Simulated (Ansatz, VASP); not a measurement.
# Zn in VASP and in Ansatz

```xyz
2
Lattice="2.7048 0.0000 0.0000 -1.3524 2.3424 0.0000 0.0000 0.0000 5.0951" Properties=species:S:1:pos:R:3 pbc="T T T"
Zn    0.0000    1.5616    1.2738
Zn    1.3524    0.7808    3.8213
```

Change from the starting cell: strain +0.015 along x and y, +0.030 along z, atoms carried along.

Alike in both runs: task single point; functional PBEsol; k mesh 24 × 24 × 10; occupations gaussian, width 0.15 eV; no spin polarisation.

```csv
,VASP,Ansatz
version,VASP 6.6.1,Ansatz 0.2.0
potentials or method,"VASP PAW PBE potentials, release 64 (Zn), cutoff 520 eV","scalar-relativistic, plane waves, PAW"
valence electrons in the cell,24,24
```

|  | VASP | Ansatz | Ansatz less VASP |
| --- | --- | --- | --- |
| gap on the k mesh at the Fermi level (eV) | none | none | - |
| pressure (GPa) | -7.9 | -8.3 | -0.46 |
| traceless stress, the component that is largest in VASP (GPa) | 2.32 | 2.45 | +0.125 |

VASP's potentials were made for PBE, not for PBEsol. A gap of «none» marks a metal or a gap that the smearing closes.
